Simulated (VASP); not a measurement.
GaSb (x): single point with LDA

Crystal: GaSb (x).

```
Ga Sb
1.0
     0.00000    3.06860    3.06860
     3.06860    0.00000    3.06860
     3.06860    3.06860    0.00000
Ga Sb
1 1
Direct
  0.00000 0.00000 0.00000
  0.25000 0.25000 0.25000
```

| Quantity | Value |
| --- | --- |
| Program | VASP 6.6.1 |
| Task | single point |
| Functional | LDA |
| Potentials or basis | VASP PAW LDA potentials, release 64 (Ga_d, Sb) |
| Cutoff | 520 eV |
| k mesh | 12 × 12 × 12 |
| Occupations | gaussian, width 0.1 eV |
| Spin | no spin polarisation |

| Item | Value |
| --- | --- |
| Pressure | -2.0 GPa |
| Band gap on the k mesh | zero (filled and empty bands touch) |

Levels at points of the mesh, in eV from the Fermi level:
```
           k point  band 7  band 8  band 9  band 10  band 11  band 12
(0.00, 0.00, 0.00)   -0.24   -0.05   -0.05    -0.05     2.71     2.71
(0.50, 0.00, 0.00)   -6.40   -1.18   -1.18     0.23     3.67     3.67
(0.50, 0.50, 0.00)   -6.85   -2.59   -2.59     0.80     1.13     8.47
```

It took 29 s on 1 thread of Intel(R) Xeon(R) 6975P-C (Granite Rapids) (shared host), peak memory 0.19 GiB.

Caveat: spin-orbit coupling is left out, which moves the levels of the heavy elements.
